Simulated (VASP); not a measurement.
# BaGeP4 (F-43m) in VASP: further runs, part 2 of 2

VASP 6.6.1. The steps go on from the part before.

## 4. Single point, PBE

This run uses another cell than the first one, of 21.34 Å³/atom.

Input file INCAR:

```
PREC     = Accurate       # precision mode
ENCUT    = 520            # plane-wave cutoff, eV
EDIFF    = 1E-6           # SCF threshold, eV
ISMEAR   = 0              # smearing method
SIGMA    = 0.1            # smearing width, eV
LREAL    = F              # projectors in reciprocal space
LASPH    = T              # aspherical terms in the spheres
NELM     = 100            # most SCF steps
ALGO     = Normal         # electronic algorithm
ISIF     = 2              # what is computed and relaxed
LWAVE    = F              # write WAVECAR
LCHARG   = F              # write CHGCAR
GGA      = PE             # functional
NBANDS   = 31             # bands
```

Input file KPOINTS:

```
regular mesh
0
Gamma
  4 4 4
```

Input file POSCAR:

```
BaGeP4
1.0
    0.0000000000      4.0005058466      4.0005058466
    4.0005058466      0.0000000000      4.0005058466
    4.0005058466      4.0005058466      0.0000000000
Ba Ge P
1 1 4
Direct
    0.0000000000      0.0000000000      0.0000000000
    0.2500000000      0.2500000000      0.2500000000
    0.6029942834      0.1910171498      0.6029942834
    0.6029942834      0.6029942834      0.1910171498
    0.6029942834      0.6029942834      0.6029942834
    0.1910171498      0.6029942834      0.6029942834
```

Potentials or basis: VASP PAW PBE potentials, release 64 (Ba_sv, Ge_d, P).

Started as:

```bash
$ cat potpaw_PBE.64/Ba_sv/POTCAR potpaw_PBE.64/Ge_d/POTCAR potpaw_PBE.64/P/POTCAR > POTCAR
$ mpirun -np 1 vasp_std > vasp.out
```

OUTCAR:

```text
PREC = Accurate
   ENCUT = 520
   EDIFF = 1E-6
   ISMEAR = 0
   LREAL = F
   LASPH = T
   NELM = 100
   ISIF = 2
   GGA = PE

 ion  position               nearest neighbor table
   1  0.000  0.000  0.000-   3 3.38   4 3.38   5 3.38   4 3.38   5 3.38   6 3.38   3 3.38   5 3.38
                             6 3.38   3 3.38   4 3.38   6 3.38   2 3.46   2 3.46   2 3.46   2 3.46
   2  0.250  0.250  0.250-   1 3.46   1 3.46   1 3.46   1 3.46
   3  0.603  0.191  0.603-   4 2.33   5 2.33   6 2.33   1 3.38   1 3.38   1 3.38
   4  0.603  0.603  0.191-   3 2.33   5 2.33   6 2.33   1 3.38   1 3.38   1 3.38
   5  0.603  0.603  0.603-   3 2.33   4 2.33   6 2.33   1 3.38   1 3.38   1 3.38
   6  0.191  0.603  0.603-   3 2.33   4 2.33   5 2.33   1 3.38   1 3.38   1 3.38

  LATTYP: Found a face centered cubic cell.
 ALAT       =     8.0010116932

  Lattice vectors:

 A1 = (   0.0000000000,   4.0005058466,   4.0005058466)
 A2 = (   4.0005058466,   0.0000000000,   4.0005058466)
 A3 = (   4.0005058466,   4.0005058466,   0.0000000000)

Analysis of symmetry for initial positions (statically):
=====================================================================
 Subroutine PRICEL returns:
[... 167 lines left out ...]
 Fermi energy:         6.0784374597

 k-point     1 :       0.0000    0.0000    0.0000
  band No.  band energies     occupation
      1     -21.6039      2.00000
      2     -18.7159      2.00000
      3     -18.7159      2.00000
      4     -18.7159      2.00000
      5     -18.7100      2.00000
      6     -18.7100      2.00000
[... 261 lines left out ...]
     30      10.2308      0.00000
     31      10.3657      0.00000

------------------------ aborting loop because EDIFF is reached ----------------------------------------

  FORCE on cell =-STRESS in cart. coord.  units (eV):
  Direction    XX          YY          ZZ          XY          YZ          ZX
  --------------------------------------------------------------------------------------
  -------------------------------------------------------------------------------------
  Total        0.5419453      0.5419453      0.5419453      0.0000000      0.0000000     -0.0000000
  in kB        6.7809619      6.7809619      6.7809619      0.0000000      0.0000000     -0.0000000
  external PRESSURE =       6.7809619 kB  Pullay stress =       0.0000000 kB

 VOLUME and BASIS-vectors are now :
 -----------------------------------------------------------------------------
  energy-cutoff  :      520.00
  volume of cell :      128.05
      direct lattice vectors                 reciprocal lattice vectors
     0.000000000  4.000505847  4.000505847    -0.124984194  0.124984194  0.124984194
     4.000505847  0.000000000  4.000505847     0.124984194 -0.124984194  0.124984194
     4.000505847  4.000505847  0.000000000     0.124984194  0.124984194 -0.124984194

 POSITION                                       TOTAL-FORCE (eV/Angst)
 -----------------------------------------------------------------------------------
      0.00000      0.00000      0.00000         0.000000      0.000000      0.000000
      2.00025      2.00025      2.00025         0.000000      0.000000      0.000000
      3.17645      4.82456      3.17645         0.047048     -0.047048      0.047048
      3.17645      3.17645      4.82456         0.047048      0.047048     -0.047048
      4.82456      4.82456      4.82456        -0.047048     -0.047048     -0.047048
      4.82456      3.17645      3.17645        -0.047048      0.047048      0.047048
 -----------------------------------------------------------------------------------
    total drift:                                0.000000      0.000000     -0.000000

  FREE ENERGIE OF THE ION-ELECTRON SYSTEM (eV)
  ---------------------------------------------------
  free  energy   TOTEN  =       -27.8615829363 eV

  energy  without entropy=      -27.8326160606  energy(sigma->0) =      -27.84709950
```

Wall time 24 s (1 thread of AMD EPYC 9R45 (Zen 5), shared host); peak memory 0.23 GiB.

What came out:

| Item | Value |
| --- | --- |
| Free energy | -27.8616 eV |
| Pressure | 0.7 GPa |
| Largest force | 0.081 eV/Å |
| Band gap on the k mesh | zero (bands 22 and 23 overlap by 0.53 eV) |

Forces in eV/Å, atoms in the order of the input:
```
Ba   0.000  0.000  0.000
Ge   0.000  0.000  0.000
P    0.047 -0.047  0.047
P    0.047  0.047 -0.047
P   -0.047 -0.047 -0.047
P   -0.047  0.047  0.047
```

Caveat: spin-orbit coupling is left out, which moves the levels of the heavy elements.

## 5. Relaxation of cell and atoms, PBE

Input file INCAR:

```
  PREC = Accurate
  ENCUT = 600
  EDIFF = 1E-7
  ISMEAR = 0
  SIGMA = 0.1
  LREAL = False
  LASPH = True
  NELM = 100
  ALGO = Normal
  ISIF = 3
  LWAVE = False
  LCHARG = False
  GGA = PE
  IBRION = 2
  NSW = 90
  EDIFFG = -0.04
```

KPOINTS is that of step 4.

Input file POSCAR:

```
BaGeP4
1.0
    0.0000000000      4.0232590300      4.0232590300
    4.0232590300      0.0000000000      4.0232590300
    4.0232590300      4.0232590300      0.0000000000
Ba Ge P
1 1 4
Direct
    0.0000000000      0.0000000000      0.0000000000
    0.2500000000      0.2500000000      0.2500000000
    0.6240318200      0.1279045300      0.6240318200
    0.6240318200      0.6240318200      0.1279045300
    0.6240318200      0.6240318200      0.6240318200
    0.1279045300      0.6240318200      0.6240318200
```

Potentials or basis: VASP PAW PBE potentials, release 64 (Ba_sv, Ge_d, P).

Started as:

```bash
$ cat potpaw_PBE.64/Ba_sv/POTCAR potpaw_PBE.64/Ge_d/POTCAR potpaw_PBE.64/P/POTCAR > POTCAR
$ mpirun -np 1 vasp_std > vasp.out
```

OUTCAR:

```text
PREC = Accurate
   ENCUT = 600
   EDIFF = 1E-7
   ISMEAR = 0
   LREAL = False
   LASPH = True
   NELM = 100
   ISIF = 3
   GGA = PE
   IBRION = 2
   NSW = 90
   EDIFFG = -0.04

 ion  position               nearest neighbor table
   1  0.000  0.000  0.000-   3 3.34   4 3.34   4 3.34   6 3.34   3 3.34   6 3.34   5 3.34   5 3.34
                             5 3.34   4 3.34   3 3.34   6 3.34   2 3.48   2 3.48   2 3.48   2 3.48
   2  0.250  0.250  0.250-   1 3.48   1 3.48   1 3.48   1 3.48
   3  0.624  0.128  0.624-   4 2.82   5 2.82   6 2.82   6 2.87   4 2.87   5 2.87   1 3.34   1 3.34
                             1 3.34
   4  0.624  0.624  0.128-   3 2.82   5 2.82   6 2.82   3 2.87   6 2.87   5 2.87   1 3.34   1 3.34
                             1 3.34
   5  0.624  0.624  0.624-   3 2.82   4 2.82   6 2.82   6 2.87   3 2.87   4 2.87   1 3.34   1 3.34
                             1 3.34
   6  0.128  0.624  0.624-   3 2.82   4 2.82   5 2.82   3 2.87   4 2.87   5 2.87   1 3.34   1 3.34
                             1 3.34

  LATTYP: Found a face centered cubic cell.
 ALAT       =     8.0465180600

  Lattice vectors:

 A1 = (   0.0000000000,   4.0232590300,   4.0232590300)
 A2 = (   4.0232590300,   0.0000000000,   4.0232590300)
 A3 = (   4.0232590300,   4.0232590300,   0.0000000000)

Analysis of symmetry for initial positions (statically):
=====================================================================
[... 173 lines left out ...]
  Total       -3.9081743     -3.9081743     -3.9081743      0.0000000      0.0000000      0.0000000
  in kB      -48.0751362    -48.0751362    -48.0751362      0.0000000      0.0000000      0.0000000
  external PRESSURE =     -48.0751362 kB  Pullay stress =       0.0000000 kB
[... 101 lines left out ...]
  FREE ENERGIE OF THE ION-ELECTRON SYSTEM (eV)
  ---------------------------------------------------
  free  energy   TOTEN  =       -27.1808027356 eV

  energy  without entropy=      -27.1665269283  energy(sigma->0) =      -27.17366483

[... ionic steps 4 to 16 ...]

--------------------------------------- Ionic step       17  -------------------------------------------

 number of electron      44.0000000 magnetization

 E-fermi :   5.8921     XC(G=0): -10.0392

 val. band max:        5.8770092195   @ k =   0.5000   0.0000   0.0000
 cond. band min:       5.9022724225   @ k =  -0.2500   0.5000   0.2500
 fundamental gap:      0.0252632029
 Fermi energy:         5.8921356921

 k-point     1 :       0.0000    0.0000    0.0000
  band No.  band energies     occupation
      1     -21.8622      2.00000
      2     -18.8508      2.00000
      3     -18.8508      2.00000
      4     -18.8508      2.00000
      5     -18.8453      2.00000
      6     -18.8453      2.00000
[... 300 lines left out ...]
--------------------------------------- Ionic step       19  -------------------------------------------

 number of electron      44.0000004 magnetization

 Free energy of the ion-electron system (eV)
  ---------------------------------------------------
  ext. energy  EPLUGINS =         0.00000000
  ---------------------------------------------------
  free energy    TOTEN  =       -27.87925470 eV

  energy without entropy =      -27.85008758  energy(sigma->0) =      -27.86467114

 E-fermi :   5.8217     XC(G=0):  -9.9873

 val. band max:        5.7999011171   @ k =   0.2500   0.2500   0.0000
 cond. band min:       5.8481666961   @ k =  -0.2500   0.2500   0.0000
 fundamental gap:      0.0482655790
 Fermi energy:         5.8217155876

 k-point     1 :       0.0000    0.0000    0.0000
  band No.  band energies     occupation
      1     -21.9789      2.00000
      2     -18.8702      2.00000
      3     -18.8702      2.00000
      4     -18.8702      2.00000
      5     -18.8648      2.00000
      6     -18.8648      2.00000
[... 254 lines left out ...]
  FREE ENERGIE OF THE ION-ELECTRON SYSTEM (eV)
  ---------------------------------------------------
  free  energy   TOTEN  =       -27.8792546970 eV

  energy  without entropy=      -27.8500875822  energy(sigma->0) =      -27.86467114

 reached required accuracy - stopping structural energy minimisation
```

CONTCAR:

```text
BaGeP4
   1.00000000000000
     0.0000000000000000    4.0419928838500399    4.0419928838500399
     4.0419928838500399   -0.0000000000000000    4.0419928838500399
     4.0419928838500399    4.0419928838500399    0.0000000000000000
  Ba              Ge              P
     1     1     4
Direct
     0.0000000000000000    0.0000000000000000    0.0000000000000000
     0.2500000000000000    0.2500000000000000    0.2500000000000000
     0.6008065133598826    0.1975804499203518    0.6008065133598826
     0.6008065133598826    0.6008065133598826    0.1975804499203518
     0.6008065133598826    0.6008065133598826    0.6008065133598826
     0.1975804499203518    0.6008065133598826    0.6008065133598826

  0.00000000E+00  0.00000000E+00  0.00000000E+00
  0.00000000E+00  0.00000000E+00  0.00000000E+00
  0.00000000E+00  0.00000000E+00  0.00000000E+00
  0.00000000E+00  0.00000000E+00  0.00000000E+00
  0.00000000E+00  0.00000000E+00  0.00000000E+00
  0.00000000E+00  0.00000000E+00  0.00000000E+00
```

It took 5.5 min on 1 thread of AMD EPYC 9R45 (Zen 5), shared host; peak memory 0.34 GiB.

What came out:

```
Free energy                           : -27.8793 eV
Relaxed volume                        : 22.01 Å³/atom
Relaxed cell                          : a = 5.716 Å, b = 5.716 Å, c = 5.716 Å, α = 60.00°, β = 60.00°, γ = 60.00°
Space group after relaxing (to 0.1 Å) : F-43m (No. 216)
Energy gained by relaxing             : 150.7 meV/atom
Ionic steps                           : 19
Pressure after relaxing               : 0.3 GPa
Largest force after relaxing          : 0.013 eV/Å
Band gap on the k mesh                : zero (bands 22 and 23 overlap by 0.51 eV)
```

Forces on the atoms (eV/Å):
```
Ba   0.000  0.000  0.000
Ge   0.000  0.000  0.000
P   -0.007  0.007 -0.007
P   -0.007 -0.007  0.007
P    0.007  0.007  0.007
P    0.007 -0.007 -0.007
```

Step by step:
| step | energy change (eV) | largest force (eV/Å) | pressure (GPa) | volume (Å³) |
| --- | --- | --- | --- | --- |
| 1 | 0.0000 | 0.4022 | -4.81 | 130.25 |
| 2 | -0.2059 | 0.4930 | 0.67 | 118.35 |
| 3 | -0.2060 | 0.4922 | 0.55 | 118.55 |
| 4 | -0.2588 | 0.5373 | 0.77 | 118.29 |
| 5 | -0.4627 | 0.7480 | 1.90 | 117.52 |
| 6 | -0.5850 | 0.8648 | 8.13 | 115.98 |
| 7 | -0.6377 | 0.5520 | 3.57 | 116.87 |
| 8 | -0.6790 | 0.0125 | 5.51 | 116.42 |
| 9 | -0.6924 | 0.1131 | 5.55 | 116.87 |
| 10 | -0.7122 | 0.4409 | 5.79 | 118.24 |
| 11 | -0.7466 | 0.3680 | 5.04 | 119.29 |
| 12 | -0.8254 | 0.1552 | 3.08 | 122.48 |
| 13 | -0.8830 | 0.2492 | -0.16 | 129.04 |
| 14 | -0.8830 | 0.2363 | -0.08 | 128.82 |
| 15 | -0.8853 | 0.2228 | -0.06 | 129.03 |
| 16 | -0.8913 | 0.1834 | 0.00 | 129.65 |
| 17 | -0.9004 | 0.0987 | 0.14 | 130.89 |
| 18 | -0.9013 | 0.1944 | 0.49 | 133.41 |
| 19 | -0.9044 | 0.0128 | 0.26 | 132.07 |

Final structure:
```
Ba Ge P
1.0
     0.00000    4.04199    4.04199
     4.04199    0.00000    4.04199
     4.04199    4.04199    0.00000
Ba Ge P
1 1 4
Direct
  0.00000 0.00000 0.00000
  0.25000 0.25000 0.25000
  0.60081 0.19758 0.60081
  0.60081 0.60081 0.19758
  0.60081 0.60081 0.60081
  0.19758 0.60081 0.60081
```

Caveat: spin-orbit coupling is left out, which moves the levels of the heavy elements.

## 6. Summary

| task | cell | k mesh | cutoff (eV) | gap on the mesh (eV) | pressure (GPa) | relaxed volume (Å³/atom) | largest force (eV/Å) |
| --- | --- | --- | --- | --- | --- | --- | --- |
| single point | a = 5.693 Å, angles 60.0°, 6 atoms, atomic positions A | 8 × 8 × 8 | 520 | none | 0.3 | - | 0.10 |
| relaxation of cell and atoms | relaxed from a = 5.658 Å, angles 60.0°, 6 atoms, atomic positions B | 8 × 8 × 8 | 600 | none | 0.0 | 22.17 | - |
| single point | a = 5.658 Å, angles 60.0°, 6 atoms, atomic positions B | 4 × 4 × 4 | 520 | none | 0.7 | - | 0.08 |
| relaxation of cell and atoms | relaxed from a = 5.690 Å, angles 60.0°, 6 atoms, atomic positions C | 4 × 4 × 4 | 600 | none | 0.3 | 22.01 | 0.01 |

Alike in all rows: level PBE; potentials or basis VASP PAW PBE potentials, release 64 (Ba_sv, Ge_d, P); no spin polarisation; smearing gaussian 0.1 eV.

Caveats: spin-orbit coupling is left out, which moves the levels of the heavy elements.

Total energies depend on the potentials used, so only differences within one code and one set of settings carry meaning.

The gap in the log of VASP goes by the Fermi energy; the results here count the filled bands.